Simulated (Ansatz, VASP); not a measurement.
One calculation of TiSi, two programs

```
Ti Si
1.0
     1.84342   -2.14939    0.00000
     1.84342    2.14939    0.00000
     0.00000    0.00000    3.91805
Ti Si
1 1
Direct
  0.50000 0.50000 0.00000
  0.00000 0.00000 0.50000
```

Change from the starting cell: strain +0.015 along x and y, +0.030 along z, atoms carried along.

Alike in both runs: task single point; functional PBEsol; k mesh 18 × 18 × 12; occupations gaussian, width 0.15 eV; no spin polarisation.

```csv
,VASP,Ansatz
version,VASP 6.6.1,Ansatz 0.2.0
potentials or method,"VASP PAW PBE potentials, release 64 (Ti_sv, Si), cutoff 520 eV","scalar-relativistic, plane waves, PAW"
valence electrons in the cell,16,16
```

|  | VASP | Ansatz | Ansatz less VASP |
| --- | --- | --- | --- |
| gap on the k mesh at the Fermi level (eV) | none | none | - |
| pressure (GPa) | -11.2 | -11.3 | -0.06 |
| traceless stress, the component that is largest in VASP (GPa) | -1.68 | -1.73 | -0.055 |

VASP's potentials were made for PBE, not for PBEsol. A gap of «none» marks a metal or a gap that the smearing closes.
